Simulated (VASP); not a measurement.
Al3P2, 5 atoms in the cell. It takes space group P4mm (No. 99, tetragonal). Conventional cell: a = 4.258 Å, b = 4.258 Å, c = 5.665 Å, α = 90.00°, β = 90.00°, γ = 90.00°. Within 3.3 Å of Al (site symmetry 2mm) lie 4 P at 2.48 to 2.52 Å and 6 Al at 2.86 to 3.01 Å. Within 3.3 Å of Al (site symmetry 4mm) lie 6 P at 2.41 to 3.26 Å and 4 Al at 2.86 Å. Within 3.3 Å of P (site symmetry 4mm) lie 6 Al at 2.41 to 3.26 Å. P (site symmetry 4mm) has 8 Al at 2.48 to 3.08 Å within 3.3 Å. The cell was built from a structure type or drawn by symmetry, and may not be a known phase.

```yaml
Program: VASP 6.6.1
Task: single point
Functional: PBE
Potentials_or_basis: VASP PAW PBE potentials, release 64 (Al, P)
Cutoff: 520 eV
k_mesh: 10 × 10 × 8
Occupations: gaussian, width 0.1 eV
Spin: no spin polarisation
Dipole_correction: no
Further_INCAR_settings: ALGO = Normal; EDIFF = 1e-06; NBANDS = 18
```

Potentials or basis: VASP PAW PBE potentials, release 64 (Al, P).

Run with:

```sh
$ cat potpaw_PBE.64/Al/POTCAR potpaw_PBE.64/P/POTCAR > POTCAR
$ mpirun -np 1 vasp_std > vasp.out
```

Hardware: 1 thread of Intel Xeon 8259CL, on a shared host.

Question: How long does it take, and how much memory?

Answer: Wall time 3 min on 1 thread of Intel Xeon 8259CL (shared host), peak memory 0.3 GiB. Counts: scf iterations 14, k points 105.
